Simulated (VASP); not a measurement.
# SiC (P6_3mc) in VASP: a series of runs, part 2 of 2

VASP 6.6.1. The steps go on from the part before.

## (3) Single point, PBEsol

This run uses another cell than the first one, of 10.33 Å³/atom.

The input, INCAR:

```
PREC = Accurate ; ENCUT = 600
EDIFF = 1E-6 ; ISMEAR = 0
SIGMA = 0.01 ; LREAL = False
LASPH = True ; NELM = 120
ALGO = Normal ; ISIF = 2
LWAVE = False ; LCHARG = False
GGA = PS ; NBANDS = 26
GGA_COMPAT = False
```

The input, KPOINTS:

```
Automatic mesh
0
Gamma
  12 12 4
```

The input, POSCAR:

```
SiC
1.0
    3.0780369057     -0.0000000029      0.0000000000
   -1.5390184503      2.6656581556      0.0000000000
    0.0000000000      0.0000000000     10.0756978007
Si C
4 4
Direct
    0.6666666667      0.3333333333      0.9378298189
    0.3333333333      0.6666666667      0.4378298189
    0.0000000000      0.0000000000      0.6878977740
    0.0000000000      0.0000000000      0.1878977740
    0.6666666667      0.3333333333      0.7498180172
    0.3333333333      0.6666666667      0.2498180172
    0.0000000000      0.0000000000      0.5004533900
    0.0000000000      0.0000000000      0.0004533900
```

Potentials or basis: VASP PAW PBE potentials, release 64 (Si, C).

Run with:

```bash
$ cat potpaw_PBE.64/Si/POTCAR potpaw_PBE.64/C/POTCAR > POTCAR
$ mpirun -np 1 vasp_std > vasp.out
```

OUTCAR:

```text
PREC = Accurate
   ENCUT = 600
   EDIFF = 1E-6
   ISMEAR = 0
   LREAL = False
   LASPH = True
   NELM = 120
   ISIF = 2
   GGA = PS

 ion  position               nearest neighbor table
   1  0.667  0.333  0.938-   8 1.89   8 1.89   8 1.89   5 1.89   3 3.08   3 3.08   3 3.08   4 3.08
                             4 3.08   4 3.08
   2  0.333  0.667  0.438-   7 1.89   7 1.89   7 1.89   6 1.89   4 3.08   4 3.08   4 3.08   3 3.08
                             3 3.08   3 3.08
   3  0.000  0.000  0.688-   5 1.88   5 1.88   5 1.88   7 1.89   1 3.08   1 3.08   1 3.08   2 3.08
                             2 3.08   2 3.08
   4  0.000  0.000  0.188-   6 1.88   6 1.88   6 1.88   8 1.89   2 3.08   2 3.08   2 3.08   1 3.08
                             1 3.08   1 3.08
   5  0.667  0.333  0.750-   3 1.88   3 1.88   3 1.88   1 1.89
   6  0.333  0.667  0.250-   4 1.88   4 1.88   4 1.88   2 1.89
   7  0.000  0.000  0.500-   2 1.89   2 1.89   2 1.89   3 1.89
   8  0.000  0.000  0.000-   1 1.89   1 1.89   1 1.89   4 1.89

  LATTYP: Found a hexagonal cell.
 ALAT       =     3.0780369057
 C/A-ratio  =     3.2734168268

  Lattice vectors:

 A1 = (   3.0780369057,  -0.0000000029,   0.0000000000)
 A2 = (  -1.5390184503,   2.6656581556,   0.0000000000)
 A3 = (   0.0000000000,   0.0000000000,  10.0756978007)

Analysis of symmetry for initial positions (statically):
=====================================================================
 Subroutine PRICEL returns:
 Original cell was already a primitive cell.

 Routine SETGRP: Setting up the symmetry group for a
 hexagonal supercell.

 Subroutine GETGRP returns: Found 12 space group operations
 (whereof  6 operations were pure point group operations)
 out of a pool of 24 trial point group operations.

The static configuration has the point symmetry C_3v.
 The point group associated with its full space group is C_6v.

Analysis of symmetry for dynamics (positions and initial velocities):
=====================================================================
 Subroutine PRICEL returns:
 Original cell was already a primitive cell.

 Routine SETGRP: Setting up the symmetry group for a
 hexagonal supercell.

 Subroutine GETGRP returns: Found 12 space group operations
 (whereof  6 operations were pure point group operations)
 out of a pool of 24 trial point group operations.

The dynamic configuration has the point symmetry C_3v.
 The point group associated with its full space group is C_6v.

 Subroutine INISYM returns: Found 12 space group operations
 (whereof  6 operations are pure point group operations),
 and found     1 'primitive' translations

----------------------------------------------------------------------------------------

                                     Primitive cell

  volume of cell :      82.6710

  direct lattice vectors                    reciprocal lattice vectors
     3.078036906 -0.000000003  0.000000000     0.324882395  0.187570938  0.000000000
    -1.539018450  2.665658156  0.000000000     0.000000000  0.375141876  0.000000000
     0.000000000  0.000000000 10.075697801     0.000000000  0.000000000  0.099248709

  length of vectors
[... 53 lines left out ...]
  0.166667  0.000000  0.000000      6.000000
  0.250000  0.000000  0.000000      6.000000
  0.333333  0.000000  0.000000      6.000000
  0.416667  0.000000  0.000000      6.000000
[... 16 lines left out ...]
  0.250000  0.000000  0.250000     12.000000
  0.333333  0.000000  0.250000     12.000000
 [... further k-points ...]
   k-points           NKPTS =     57   k-points in BZ     NKDIM =     57   number of bands    NBANDS=     26
   number of dos      NEDOS =    301   number of ions     NIONS =      8
   total plane-waves  NPLWV =  62720
   dimension x,y,z NGX =    28 NGY =   28 NGZ =   80
   dimension x,y,z NGXF=    56 NGYF=   56 NGZF=  160
   ions per type =               4   4
   NGX,Y,Z   is equivalent  to a cutoff of  15.12, 15.12, 13.20 a.u.
   NGXF,Y,Z  is equivalent  to a cutoff of  30.25, 30.25, 26.40 a.u.
 SYSTEM =  unknown system
   PREC   = accura    normal or accurate (medium, high low for compatibility)
   ISTART =      0    job   : 0-new  1-cont  2-samecut
   ICHARG =      2    charge: 1-file 2-atom 10-const
   ISPIN  =      1    spin polarized calculation?
   LNONCOLLINEAR =      F non collinear calculations
   LSORBIT =      F    spin-orbit coupling
   LASPH  =      T    aspherical Exc in radial PAW
   ENCUT  =  600.0 eV  44.10 Ry    6.64 a.u.   6.15  6.15 20.12*2*pi/ulx,y,z
   NELM   =    120;   NELMIN=  2; NELMDL= -5     # of ELM steps
   EDIFF  = 0.1E-05   stopping-criterion for ELM
   LREAL  =      F    real-space projection
   EDIFFG = 0.1E-04   stopping-criterion for IOM
   NSW    =      0    number of steps for IOM
   IBRION =     -1    ionic relax: 0-MD 1-quasi-New 2-CG
   NFREE  =      0    steps in history (QN), initial steepest desc. (CG)
   ISIF   =      2    stress and relaxation
   ISYM   =      2    0-nonsym 1-usesym 2-fastsym
   POTIM  = 0.5000    time-step for ionic-motion
   TEBEG  =    0.0;   TEEND  =   0.0 temperature during run
   PSTRESS=    0.0 pullay stress
   NELECT =      32.0000    total number of electrons
   NUPDOWN=      -1.0000    fix difference up-down
   EMIN   =  10.00;   EMAX   =-10.00  energy-range for DOS
   EFERMI =   0.00;   METHOD = LEGACY
   ISMEAR =     0;   SIGMA  =   0.01  broadening in eV -4-tet -1-fermi 0-gaus
   EFERMI_NEDOS =   21; number of points for ismear=-14 and -15
   IALGO  =     38    algorithm
   IMIX   =      4    mixing-type and parameters
     AMIX     =   0.40;   BMIX     =  1.00
     AMIX_MAG =   1.60;   BMIX_MAG =  1.00
  volume/ion in A,a.u.               =      10.33        69.74
  Fermi-wavevector in a.u.,A,eV,Ry     =   1.193091  2.254616 19.367443  1.423467
  Thomas-Fermi vector in A             =   2.329114
   LORBIT       =      0    0 simple, 1 ext, 2 COOP (PROOUT), +10 PAW based schemes
   GGA     = PS    functional components
   LHFCALC =     F    Hartree Fock is set to
   AEXX    =    0.0000 exact exchange contribution
   IVDW    =     0    specifies the selected vdW correction
   LEPSILON=     F    determine dielectric tensor
   LRPA    =     F    only Hartree local field effects (RPA)
 non-spin polarized calculation
 Gauss-broadening in eV      SIGMA  =   0.01
  energy-cutoff  :      600.00
  volume of cell :       82.67
 maximum number of plane-waves:      2802
 NGX is ok and might be reduce to    28
   NGX = 13   NGY = 13   NGZ = 41

 number of electron      32.0000001 magnetization

 Free energy of the ion-electron system (eV)
  ---------------------------------------------------
  ext. energy  EPLUGINS =         0.00000000
  ---------------------------------------------------
  free energy    TOTEN  =       -63.67611949 eV

  energy without entropy =      -63.67611949  energy(sigma->0) =      -63.67611949

 E-fermi :   8.1790     XC(G=0): -11.5070

 val. band max:        8.1361949428   @ k =   0.0000   0.0000   0.0000
 cond. band min:      10.2456085182   @ k =   0.5000   0.0000   0.0000
 fundamental gap:      2.1094135754
 Fermi energy:         8.1789925682

 k-point     1 :       0.0000    0.0000    0.0000
  band No.  band energies     occupation
      1      -7.3742      2.00000
      2      -6.1899      2.00000
      3      -6.1539      2.00000
      4      -3.7654      2.00000
      5      -0.5444      2.00000
      6       3.7309      2.00000
[... 685 lines left out ...]
     25      16.6767      0.00000
     26      17.3363      0.00000

 [... further k-points ...]

------------------------ aborting loop because EDIFF is reached ----------------------------------------

  FORCE on cell =-STRESS in cart. coord.  units (eV):
  Direction    XX          YY          ZZ          XY          YZ          ZX
  --------------------------------------------------------------------------------------
  -------------------------------------------------------------------------------------
  Total        0.1103556      0.1103556      0.1304598      0.0000000      0.0000000     -0.0000000
  in kB        2.1387085      2.1387085      2.5283302      0.0000000      0.0000000     -0.0000000
  external PRESSURE =       2.2685824 kB  Pullay stress =       0.0000000 kB

 VOLUME and BASIS-vectors are now :
 -----------------------------------------------------------------------------
  energy-cutoff  :      600.00
  volume of cell :       82.67
      direct lattice vectors                 reciprocal lattice vectors
     3.078036906 -0.000000003  0.000000000     0.324882395  0.187570938  0.000000000
    -1.539018450  2.665658156  0.000000000     0.000000000  0.375141876  0.000000000
     0.000000000  0.000000000 10.075697801     0.000000000  0.000000000  0.099248709

 POSITION                                       TOTAL-FORCE (eV/Angst)
 -----------------------------------------------------------------------------------
      1.53902      0.88855      9.44929        -0.000000      0.000000      0.002980
      0.00000      1.77711      4.41144         0.000000     -0.000000      0.002980
      0.00000      0.00000      6.93105         0.000000     -0.000000      0.003550
      0.00000      0.00000      1.89320        -0.000000      0.000000      0.003550
      1.53902      0.88855      7.55494        -0.000000      0.000000     -0.004036
      0.00000      1.77711      2.51709         0.000000     -0.000000     -0.004036
      0.00000      0.00000      5.04242        -0.000000      0.000000     -0.002495
      0.00000      0.00000      0.00457         0.000000     -0.000000     -0.002495
 -----------------------------------------------------------------------------------
    total drift:                                0.000000      0.000000      0.000054

  FREE ENERGIE OF THE ION-ELECTRON SYSTEM (eV)
  ---------------------------------------------------
  free  energy   TOTEN  =       -63.6761194867 eV

  energy  without entropy=      -63.6761194867  energy(sigma->0) =      -63.67611949
```

It took 2.4 min on 1 thread of AMD EPYC 7R43 (Zen 3), shared host; peak memory 0.25 GiB.

What came out:

- Free energy: -63.6761 eV
- Pressure: 0.2 GPa
- Largest force: 0.004 eV/Å
- Band gap on the k mesh: 2.11 eV (least direct gap 3.23 eV)

Forces in eV/Å, atoms in the order of the input:
```
Si   0.000  0.000  0.003
Si   0.000  0.000  0.003
Si   0.000  0.000  0.004
Si   0.000  0.000  0.004
C    0.000  0.000 -0.004
C    0.000  0.000 -0.004
C    0.000  0.000 -0.002
C    0.000  0.000 -0.002
```

Caveat: the PAW data sets were made with another functional, which shifts forces and pressure a little.
